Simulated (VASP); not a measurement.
## MgO: single point with PBEsol

The system is MgO.

```
CELL_PARAMETERS angstrom
0.00000 2.02809 2.10711
2.10711 0.00000 2.10711
2.10711 2.02809 0.00000
ATOMIC_POSITIONS crystal
Mg 0.00000 0.00000 0.00000
O 0.50000 0.50000 0.50000
```

This cell differs from its parent crystal: strain -0.0375 x Voigt [0, 1, 0, 0, 0, 0].

```json
{
 "Program": "VASP 6.6.1",
 "Task": "single point",
 "Functional": "PBEsol",
 "Potentials or basis": "VASP PAW PBE potentials, release 64 (Mg, O)",
 "Cutoff": "520 eV",
 "k mesh": "10 × 10 × 10",
 "Occupations": "gaussian, width 0.05 eV",
 "Spin": "no spin polarisation",
 "Dipole correction": "no",
 "Further INCAR settings": "ALGO = Normal; EDIFF = 1e-06; NBANDS = 11"
}
```

```json
{
  "Pressure": "6.6 GPa",
  "Band gap on the k mesh": "4.96 eV, direct"
}
```

Stress tensor (GPa, compression positive):
```
 3.15  0.00  0.00
 0.00 13.52  0.00
 0.00  0.00  3.15
```

Levels at points of the mesh, in eV from the valence-band top:
```tsv
k point	band 1	band 2	band 3	band 4	band 5	band 6	band 7	band 8	band 9
(0.00, 0.00, 0.00)	-17.43	-0.08	0.00	0.00	4.96	15.69	15.69	16.10	19.77
(0.50, 0.00, 0.00)	-16.02	-4.87	-0.78	-0.70	7.94	12.88	16.10	17.02	21.28
(0.50, 0.50, 0.00)	-15.78	-4.38	-1.50	-1.27	9.08	10.28	13.17	19.16	19.92
(0.50, 0.00, 0.50)	-15.67	-4.22	-1.56	-1.56	8.66	10.23	13.68	19.09	19.09
```

It took 8.6 s on 1 thread of Intel(R) Xeon(R) 6975P-C (Granite Rapids), on a shared host, peak memory 0.15 GiB.

Caveat: the cell differs from its parent crystal (strain -0.0375 x Voigt [0, 1, 0, 0, 0, 0]); the PAW data sets were made with another functional, which shifts forces and pressure a little.
